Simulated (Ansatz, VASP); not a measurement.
# Ta: VASP beside Ansatz

```
CELL_PARAMETERS angstrom
-1.33264 1.33264 1.33264
1.33264 -1.33264 1.33264
1.33264 1.33264 -1.33264
ATOMIC_POSITIONS crystal
Ta 0.00000 0.00000 0.00000
```

Change from the starting cell: volume scaled by 0.55, PAW files.

Alike in both runs: task single point; functional LDA; k mesh 16 × 16 × 16; occupations fermi-dirac, width 0.05 eV; no spin polarisation.

|  | VASP | Ansatz |
| --- | --- | --- |
| version | VASP 6.6.1 | Ansatz 0.2.0 |
| potentials or method | VASP PAW LDA potentials, release 64 (Ta_pv) | PAW with Ansatz's default frozen-core files, scalar-relativistic |
| plane-wave cutoff (eV) | 520 | 420 |
| valence electrons in the cell | 11 | 13 |

Ansatz gave:

```
pressure (GPa) : 409.3
```

Q: Which values does VASP return?

A: Pressure (GPa): 422.5.

LDA's correlation is that of Perdew and Zunger in VASP and of Perdew and Wang (1992) in Ansatz. Both programs put the cell under a high pressure, so it lies far from rest at this level. VASP's potentials hold 11 valence electrons a cell and Ansatz's 13, so a difference there can come from the potentials and not from the codes.

Spin-orbit coupling is off throughout. Noted on VASP's run: the cell as given lies far from equilibrium.
